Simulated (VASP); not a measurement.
Runs of VASP 6.6.1 on HfB2. The structure is that of space group P6/mmm (No. 191), or close to it. The cells are those of the table. 

```csv
task,cell,cutoff (eV),gap on the mesh (eV),pressure (GPa)
single point,"a = 3.108, b = 3.108, c = 3.427 Å, angles 90.0, 90.0, 120.0°, 3 atoms",520,none,(a)
relaxation of cell and atoms,"relaxed to 10 GPa from a = 3.140, b = 3.140, c = 3.480 Å, angles 90.0, 90.0, 120.0°, 3 atoms",600,none,10.0
single point,"a = 3.092, b = 3.092, c = 3.404 Å, angles 90.0, 90.0, 120.0°, 3 atoms",520,none,10.1
single point,"a = 3.062, b = 3.062, c = 3.363 Å, angles 90.0, 90.0, 120.0°, 3 atoms",520,none,20.3
relaxation of cell and atoms,"relaxed to 5 GPa from a = 3.140, b = 3.140, c = 3.480 Å, angles 90.0, 90.0, 120.0°, 3 atoms",600,none,5.1
```

Alike in all rows: level PBEsol; potentials or basis VASP PAW PBE potentials, release 64 (Hf_pv, B); no spin polarisation; k mesh 10 × 10 × 8; smearing fermi-dirac 0.05 eV.

Question: Estimate the missing entries.

Answer: (a) 5.0.

Caveats: the PAW data sets were made with another functional, which shifts forces and pressure a little; spin-orbit coupling is left out, which moves the levels of the heavy elements; the cell is relaxed towards a set pressure, so the enthalpy falls and the energy may rise (some runs).

A k mesh can miss the band edges, and the runs leave out spin-orbit coupling on Hf.

A gap of «none» marks levels without a gap at the run's occupations.
